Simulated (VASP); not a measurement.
# W (I4/mmm) in VASP: further runs

W is run at these levels: PBE; tasks: single point.

Everything below comes from runs of VASP 6.6.1. Logs are shortened: lines on timing, memory, paths and dates and some standing lists are left out, and cuts for length are marked.

## 1. The cell of the first run

The structure is tetragonal, space group I4/mmm (No. 139). The conventional cell has a = 3.354 Å, b = 3.354 Å, c = 3.274 Å, α = 90.00°, β = 90.00°, γ = 90.00°. W (site symmetry 4/mmm) has 14 W at 2.88 to 3.35 Å within 3.8 Å.

## 2. Single point, PBE (strain +0.050 along x and y, +0.025 along z)

File INCAR:

```
SYSTEM = W
  PREC = Accurate
  ENCUT = 500
  EDIFF = 1E-6
  ISMEAR = 0
  SIGMA = 0.15
  LREAL = .FALSE.
  LASPH = .TRUE.
  NELM = 120
  ALGO = Normal
  ISIF = 2
  LWAVE = .FALSE.
  LCHARG = .FALSE.
  GGA = PE
  NBANDS = 13
  GGA_COMPAT = .FALSE.
```

File KPOINTS:

```
regular mesh
0
G
  20 20 20
  0 0 0
```

File POSCAR:

```
W
1.0
   -1.6771650000      1.6771650000      1.6372325000
    1.6771650000     -1.6771650000      1.6372325000
    1.6771650000      1.6771650000     -1.6372325000
W
1
Direct
    0.0000000000      0.0000000000      0.0000000000
```

Potentials or basis: VASP PAW PBE potentials, release 64 (W_sv).

Started as:

```
> cat potpaw_PBE.64/W_sv/POTCAR > POTCAR
> mpirun -np 1 vasp_std > vasp.out
```

OUTCAR:

```text
SYSTEM = W
   PREC = Accurate
   ENCUT = 500
   EDIFF = 1E-6
   ISMEAR = 0
   LREAL = .FALSE.
   LASPH = .TRUE.
   NELM = 120
   ISIF = 2
   GGA = PE

 ion  position               nearest neighbor table
   1  0.000  0.000  0.000-

  LATTYP: Found a body centered tetragonal cell.
 ALAT       =     3.3543300000
 C/A-ratio  =     0.9761904762

  Lattice vectors:

 A1 = (  -1.6771650000,   1.6771650000,   1.6372325000)
 A2 = (   1.6771650000,  -1.6771650000,   1.6372325000)
 A3 = (   1.6771650000,   1.6771650000,  -1.6372325000)

Analysis of symmetry for initial positions (statically):
=====================================================================
 Subroutine PRICEL returns:
 Original cell was already a primitive cell.

 Routine SETGRP: Setting up the symmetry group for a
 body centered tetragonal supercell.

 Subroutine GETGRP returns: Found 16 space group operations
 (whereof 16 operations were pure point group operations)
 out of a pool of 16 trial point group operations.

The static configuration has the point symmetry D_4h.

Analysis of symmetry for dynamics (positions and initial velocities):
=====================================================================
 Subroutine PRICEL returns:
 Original cell was already a primitive cell.

 Routine SETGRP: Setting up the symmetry group for a
 body centered tetragonal supercell.

 Subroutine GETGRP returns: Found 16 space group operations
 (whereof 16 operations were pure point group operations)
 out of a pool of 16 trial point group operations.

The dynamic configuration has the point symmetry D_4h.

 Subroutine INISYM returns: Found 16 space group operations
 (whereof 16 operations are pure point group operations),
 and found     1 'primitive' translations

----------------------------------------------------------------------------------------

                                     Primitive cell

  volume of cell :      18.4214

  direct lattice vectors                    reciprocal lattice vectors
    -1.677165000  1.677165000  1.637232500     0.000000000  0.298122129  0.305393400
     1.677165000 -1.677165000  1.637232500     0.298122129  0.000000000  0.305393400
     1.677165000  1.677165000 -1.637232500     0.298122129  0.298122129  0.000000000

  length of vectors
     2.882064387  2.882064387  2.882064387     0.426780895  0.426780895  0.421608358

  position of ions in fractional coordinates (direct lattice)
     0.000000000  0.000000000  0.000000000

  ion indices of the primitive-cell ions
   primitive index   ion index
                 1           1

----------------------------------------------------------------------------------------

 KPOINTS: regular mesh

Automatic generation of k-mesh.
 Grid dimensions read from file:
 generate k-points for:   20   20   20

 Generating k-lattice:

  Cartesian coordinates                     Fractional coordinates (reciprocal lattice)
     0.000000000  0.014906106  0.015269670     0.050000000  0.000000000 -0.000000000
     0.014906106  0.000000000  0.015269670     0.000000000  0.050000000 -0.000000000
     0.014906106  0.014906106  0.000000000     0.000000000  0.000000000  0.050000000

  Length of vectors
     0.021339045  0.021339045  0.021080418

  Shift w.r.t. Gamma in fractional coordinates (k-lattice)
     0.000000000  0.000000000  0.000000000

 Subroutine IBZKPT returns following result:
 ===========================================

 Found    641 irreducible k-points:

 Following reciprocal coordinates:
            Coordinates               Weight
  0.000000  0.000000  0.000000      1.000000
  0.050000  0.000000  0.000000      8.000000
  0.100000 -0.000000  0.000000      8.000000
  0.150000  0.000000 -0.000000      8.000000
  0.200000 -0.000000  0.000000      8.000000
  0.250000  0.000000  0.000000      8.000000
[... 16 lines left out ...]
 -0.400000  0.050000  0.000000     16.000000
 -0.350000  0.050000  0.000000     16.000000
 [... further k-points ...]
   k-points           NKPTS =    641   k-points in BZ     NKDIM =    641   number of bands    NBANDS=     13
   number of dos      NEDOS =    301   number of ions     NIONS =      1
   total plane-waves  NPLWV =  13824
   dimension x,y,z NGX =    24 NGY =   24 NGZ =   24
   dimension x,y,z NGXF=    48 NGYF=   48 NGZF=   48
   ions per type =               1
   NGX,Y,Z   is equivalent  to a cutoff of  13.84, 13.84, 13.84 a.u.
   NGXF,Y,Z  is equivalent  to a cutoff of  27.69, 27.69, 27.69 a.u.
 SYSTEM =  W
   PREC   = accura    normal or accurate (medium, high low for compatibility)
   ISTART =      0    job   : 0-new  1-cont  2-samecut
   ICHARG =      2    charge: 1-file 2-atom 10-const
   ISPIN  =      1    spin polarized calculation?
   LNONCOLLINEAR =      F non collinear calculations
   LSORBIT =      F    spin-orbit coupling
   LASPH  =      T    aspherical Exc in radial PAW
   ENCUT  =  500.0 eV  36.75 Ry    6.06 a.u.   5.25  5.25  5.25*2*pi/ulx,y,z
   NELM   =    120;   NELMIN=  2; NELMDL= -5     # of ELM steps
   EDIFF  = 0.1E-05   stopping-criterion for ELM
   LREAL  =      F    real-space projection
   EDIFFG = 0.1E-04   stopping-criterion for IOM
   NSW    =      0    number of steps for IOM
   IBRION =     -1    ionic relax: 0-MD 1-quasi-New 2-CG
   NFREE  =      0    steps in history (QN), initial steepest desc. (CG)
   ISIF   =      2    stress and relaxation
   ISYM   =      2    0-nonsym 1-usesym 2-fastsym
   POTIM  = 0.5000    time-step for ionic-motion
   TEBEG  =    0.0;   TEEND  =   0.0 temperature during run
   PSTRESS=    0.0 pullay stress
   NELECT =      14.0000    total number of electrons
   NUPDOWN=      -1.0000    fix difference up-down
   EMIN   =  10.00;   EMAX   =-10.00  energy-range for DOS
   EFERMI =   0.00;   METHOD = LEGACY
   ISMEAR =     0;   SIGMA  =   0.15  broadening in eV -4-tet -1-fermi 0-gaus
   EFERMI_NEDOS =   21; number of points for ismear=-14 and -15
   IALGO  =     38    algorithm
   IMIX   =      4    mixing-type and parameters
     AMIX     =   0.40;   BMIX     =  1.00
     AMIX_MAG =   1.60;   BMIX_MAG =  1.00
  volume/ion in A,a.u.               =      18.42       124.31
  Fermi-wavevector in a.u.,A,eV,Ry     =   1.493976  2.823205 30.367705  2.231963
  Thomas-Fermi vector in A             =   2.606308
   LORBIT       =      0    0 simple, 1 ext, 2 COOP (PROOUT), +10 PAW based schemes
   GGA     = PE    functional components
   LHFCALC =     F    Hartree Fock is set to
   AEXX    =    0.0000 exact exchange contribution
   IVDW    =     0    specifies the selected vdW correction
   LEPSILON=     F    determine dielectric tensor
   LRPA    =     F    only Hartree local field effects (RPA)
 non-spin polarized calculation
 Gauss-broadening in eV      SIGMA  =   0.15
  energy-cutoff  :      500.00
  volume of cell :       18.42
 maximum number of plane-waves:       482
 NGX is ok and might be reduce to    24
   NGX = 11   NGY = 11   NGZ = 11

 number of electron      14.0000001 magnetization

 Free energy of the ion-electron system (eV)
  ---------------------------------------------------
  ext. energy  EPLUGINS =         0.00000000
  ---------------------------------------------------
  free energy    TOTEN  =       -12.71661127 eV

  energy without entropy =      -12.71210730  energy(sigma->0) =      -12.71435929

 E-fermi :   9.4052     XC(G=0): -12.8102

 val. band max:        9.3808074515   @ k =   0.5000   0.5000   0.2000
 cond. band min:       9.4064384230   @ k =  -0.2000   0.2500   0.1000
 fundamental gap:      0.0256309715
 Fermi energy:         9.4052112207

 k-point     1 :       0.0000    0.0000    0.0000
  band No.  band energies     occupation
      1     -65.0207      2.00000
      2     -28.7564      2.00000
      3     -28.7564      2.00000
      4     -28.7440      2.00000
      5       0.6023      2.00000
      6       8.2036      2.00000
      7       8.4715      2.00000
      8       8.4715      2.00000
      9      11.1138      0.00000
     10      11.4591      0.00000
     11      23.4042      0.00000
     12      23.4042      0.00000
     13      23.8312      0.00000

 k-point     2 :       0.0500    0.0000    0.0000
  band No.  band energies     occupation
      1     -65.0190      2.00000
      2     -28.7718      2.00000
      3     -28.7631      2.00000
      4     -28.7487      2.00000
      5       0.7051      2.00000
      6       8.2036      2.00000
      7       8.4567      2.00000
      8       8.5070      2.00000
      9      11.0942      0.00000
     10      11.3928      0.00000
     11      23.5521      0.00000
     12      23.5805      0.00000
     13      23.9787      0.00000

 k-point     3 :       0.1000   -0.0000    0.0000
  band No.  band energies     occupation
      1     -65.0142      2.00000
      2     -28.8281      2.00000
      3     -28.7822      2.00000
      4     -28.7505      2.00000
      5       1.0062      2.00000
      6       8.0844      2.00000
      7       8.3971      2.00000
      8       8.7410      2.00000
      9      10.9984      0.00000
     10      11.2939      0.00000
     11      23.8443      0.00000
     12      24.0966      0.00000
     13      24.4380      0.00000

 k-point     4 :       0.1500    0.0000   -0.0000
  band No.  band energies     occupation
      1     -65.0067      2.00000
      2     -28.9165      2.00000
      3     -28.8118      2.00000
      4     -28.7515      2.00000
      5       1.4829      2.00000
      6       7.8472      2.00000
      7       8.2614      2.00000
      8       9.1935      1.95406
      9      10.8504      0.00000
     10      11.2812      0.00000
     11      24.0505      0.00000
     12      24.9192      0.00000
     13      24.9891      0.00000

 k-point     5 :       0.2000   -0.0000    0.0000
  band No.  band energies     occupation
      1     -64.9973      2.00000
      2     -29.0265      2.00000
      3     -28.8490      2.00000
      4     -28.7525      2.00000
      5       2.0914      2.00000
      6       7.5557      2.00000
      7       8.0553      2.00000
      8       9.8238      0.00008
      9      10.7933      0.00000
     10      11.3287      0.00000
     11      23.9215      0.00000
     12      25.0331      0.00000
     13      26.0029      0.00000
[... 257 lines left out ...]
 k-point    22 :      -0.4500    0.0500    0.0000
  band No.  band energies     occupation
      1     -64.9560      2.00000
      2     -29.4765      2.00000
      3     -29.0104      2.00000
      4     -28.7641      2.00000
      5       4.0828      2.00000
      6       6.4942      2.00000
      7       8.9592      1.99997
      8      11.2302      0.00000
      9      11.9634      0.00000
     10      13.8600      0.00000
     11      19.0186      0.00000
     12      20.9221      0.00000
     13      24.7609      0.00000

 k-point    23 :      -0.4000    0.0500    0.0000
  band No.  band energies     occupation
      1     -64.9622      2.00000
      2     -29.4105      2.00000
      3     -28.9856      2.00000
      4     -28.7631      2.00000
      5       3.9688      2.00000
      6       6.6419      2.00000
      7       8.3202      2.00000
      8      11.1978      0.00000
      9      11.7829      0.00000
     10      13.0407      0.00000
     11      20.2108      0.00000
     12      21.5596      0.00000
     13      25.9403      0.00000

 k-point    24 :      -0.3500    0.0500    0.0000
  band No.  band energies     occupation
      1     -64.9708      2.00000
      2     -29.3188      2.00000
      3     -28.9513      2.00000
      4     -28.7618      2.00000
      5       3.6642      2.00000
      6       6.8527      2.00000
      7       7.8781      2.00000
      8      11.0372      0.00000
      9      11.6361      0.00000
     10      12.1050      0.00000
     11      21.5464      0.00000
     12      22.5130      0.00000
     13      27.3294      0.00000

 [... further k-points ...]

------------------------ aborting loop because EDIFF is reached ----------------------------------------

  FORCE on cell =-STRESS in cart. coord.  units (eV):
  Direction    XX          YY          ZZ          XY          YZ          ZX
  --------------------------------------------------------------------------------------
  -------------------------------------------------------------------------------------
  Total       -3.6830043     -3.6830043     -3.0229105      0.0000000     -0.0000000     -0.0000000
  in kB     -320.3250320   -320.3250320   -262.9141420      0.0000000     -0.0000000     -0.0000000
  external PRESSURE =    -301.1880687 kB  Pullay stress =       0.0000000 kB

 VOLUME and BASIS-vectors are now :
 -----------------------------------------------------------------------------
  energy-cutoff  :      500.00
  volume of cell :       18.42
      direct lattice vectors                 reciprocal lattice vectors
    -1.677165000  1.677165000  1.637232500     0.000000000  0.298122129  0.305393400
     1.677165000 -1.677165000  1.637232500     0.298122129  0.000000000  0.305393400
     1.677165000  1.677165000 -1.637232500     0.298122129  0.298122129  0.000000000

 POSITION                                       TOTAL-FORCE (eV/Angst)
 -----------------------------------------------------------------------------------
      0.00000      0.00000      0.00000         0.000000      0.000000      0.000000
 -----------------------------------------------------------------------------------
    total drift:                                0.000000      0.000000      0.000000

  FREE ENERGIE OF THE ION-ELECTRON SYSTEM (eV)
  ---------------------------------------------------
  free  energy   TOTEN  =       -12.7166112745 eV

  energy  without entropy=      -12.7121073034  energy(sigma->0) =      -12.71435929
```

Run time: 1.7 min. Hardware: 1 thread of Intel Xeon Platinum 8259CL at 2.50GHz (Skylake/Cascade Lake), shared host; peak memory 0.25 GiB.

Results:

```yaml
Free_energy: -12.7166 eV
Pressure: -30.1 GPa
Band_gap_on_the_k_mesh: zero (band 7 reaches 13.51 eV, above the bottom of band 8 at 8.44 eV)
```

Stress tensor (GPa, compression positive):
```
-32.03   0.00   0.00
  0.00 -32.03   0.00
  0.00   0.00 -26.29
```

Caveat: the cell differs from its parent crystal (strain +0.050 along x and y, +0.025 along z); spin-orbit coupling is left out, which moves the levels of the heavy elements.

## 3. Single point, PBE (strain +0.000 along x and y, -0.050 along z)

File INCAR:

```
SYSTEM = W
PREC = Accurate
ENCUT = 500
EDIFF = 1E-6
ISMEAR = 0
SIGMA = 0.15
LREAL = .FALSE.
LASPH = .TRUE.
NELM = 120
ALGO = Normal
ISIF = 2
LWAVE = .FALSE.
LCHARG = .FALSE.
GGA = PE
NBANDS = 13
GGA_COMPAT = .FALSE.
```

KPOINTS is that of step 2.

File POSCAR:

```
W
1.0
   -1.5973000000      1.5973000000      1.5174350000
    1.5973000000     -1.5973000000      1.5174350000
    1.5973000000      1.5973000000     -1.5174350000
W
1
Direct
    0.0000000000      0.0000000000      0.0000000000
```

Potentials or basis: VASP PAW PBE potentials, release 64 (W_sv).

Started as:

```
> cat potpaw_PBE.64/W_sv/POTCAR > POTCAR
> mpirun -np 1 vasp_std > vasp.out
```

It took 74 s on 1 thread of Intel Xeon Platinum 8259CL at 2.50GHz (Skylake/Cascade Lake), shared host; peak memory 0.22 GiB.

It converged, with:

| Quantity | Value |
| --- | --- |
| Free energy | -12.8990 eV |
| Pressure | 14.7 GPa |
| Band gap on the k mesh | zero (band 7 reaches 17.06 eV, above the bottom of band 8 at 10.55 eV) |

Stress tensor (GPa, compression positive):
```
 8.27  0.00  0.00
 0.00  8.27  0.00
 0.00  0.00 27.51
```

Levels at points of the mesh, in eV from the Fermi level:
| k point | band 3 | band 4 | band 5 | band 6 | band 7 | band 8 | band 9 | band 10 | band 11 | band 12 |
| --- | --- | --- | --- | --- | --- | --- | --- | --- | --- | --- |
| (0.00, 0.00, 0.00) | -37.72 | -37.69 | -9.80 | -1.76 | -1.03 | -1.03 | 1.76 | 2.74 | 14.23 | 14.23 |
| (0.50, 0.00, 0.00) | -38.19 | -37.74 | -6.46 | -3.94 | 0.88 | 2.28 | 3.61 | 6.34 | 11.46 | 11.57 |
| (0.50, 0.50, 0.00) | -38.10 | -37.70 | -6.47 | -3.20 | 0.45 | 1.56 | 2.89 | 6.22 | 11.16 | 11.69 |
| (0.50, 0.50, 0.50) | -38.73 | -38.56 | -6.13 | -5.99 | 5.24 | 5.24 | 5.46 | 7.94 | 7.94 | 9.36 |

Caveat: the cell differs from its parent crystal (strain +0.000 along x and y, -0.050 along z); spin-orbit coupling is left out, which moves the levels of the heavy elements.

(Continued in part 2 of 2.)
